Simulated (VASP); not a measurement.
A run of VASP 6.6.1:

File POSCAR:

```
In2GeS2
1.0
    3.9111617785      0.0000000000      0.0000000000
   -1.9555808893      3.3871654585      0.0000000000
    0.0000000000      0.0000000000      9.3336299706
In Ge S
2 1 2
Direct
    0.6666666667      0.3333333333      0.3520159801
    0.3333333333      0.6666666667      0.6479840199
    0.0000000000      0.0000000000      0.0000000000
    0.6666666667      0.3333333333      0.8349628514
    0.3333333333      0.6666666667      0.1650371486
```

The input INCAR.step1:

```
ALGO     = Normal         # electronic algorithm
EDIFF    = 1E-7           # SCF threshold, eV
ENCUT    = 520            # plane-wave cutoff, eV
GGA      = PE             # functional
ISIF     = 2              # what is computed and relaxed
ISMEAR   = 0              # smearing method
LASPH    = T              # aspherical terms in the spheres
LCHARG   = T              # write CHGCAR
LREAL    = F              # projectors in reciprocal space
LWAVE    = F              # write WAVECAR
NBANDS   = 34             # bands
NELM     = 100            # most SCF steps
PREC     = Accurate       # precision mode
SIGMA    = 0.1            # smearing width, eV
```

Contents of KPOINTS.step1:

```
k-points
0
Gamma
  12 12 4
```

The input INCAR.step2:

```
ALGO     = Normal         # electronic algorithm
EDIFF    = 1E-7           # SCF threshold, eV
ENCUT    = 520            # plane-wave cutoff, eV
GGA      = PE             # functional
ICHARG   = 11             # starting density
ISIF     = 2              # what is computed and relaxed
ISMEAR   = -5             # smearing method
LASPH    = T              # aspherical terms in the spheres
LCHARG   = F              # write CHGCAR
LORBIT   = 10             # projections on sites
LREAL    = F              # projectors in reciprocal space
LWAVE    = F              # write WAVECAR
NEDOS    = 1001           # points of the DOS
NELM     = 100            # most SCF steps
PREC     = Accurate       # precision mode
SIGMA    = 0.1            # smearing width, eV
```

File KPOINTS.step2:

```
k-points
0
Gamma
  18 18 6
```

Potentials or basis: VASP PAW PBE potentials, release 64 (In_d, Ge_d, S).

The run is started by

```sh
$ cat potpaw_PBE.64/In_d/POTCAR potpaw_PBE.64/Ge_d/POTCAR potpaw_PBE.64/S/POTCAR > POTCAR
$ cp INCAR.step1 INCAR
$ cp KPOINTS.step1 KPOINTS
$ mpirun -np 1 vasp_std > vasp.out
$ cp INCAR.step2 INCAR
$ cp KPOINTS.step2 KPOINTS
$ mpirun -np 1 vasp_std > vasp.out
```

Hardware: 1 thread of AMD EPYC 9R45 96-Core Processor (Zen 5), on a shared host.

Q: How long does it take, and how much memory?

A: Run time: 9.5 min on 1 thread of AMD EPYC 9R45 96-Core Processor (Zen 5), on a shared host, peak memory 0.74 GiB. Counts: k points 202.
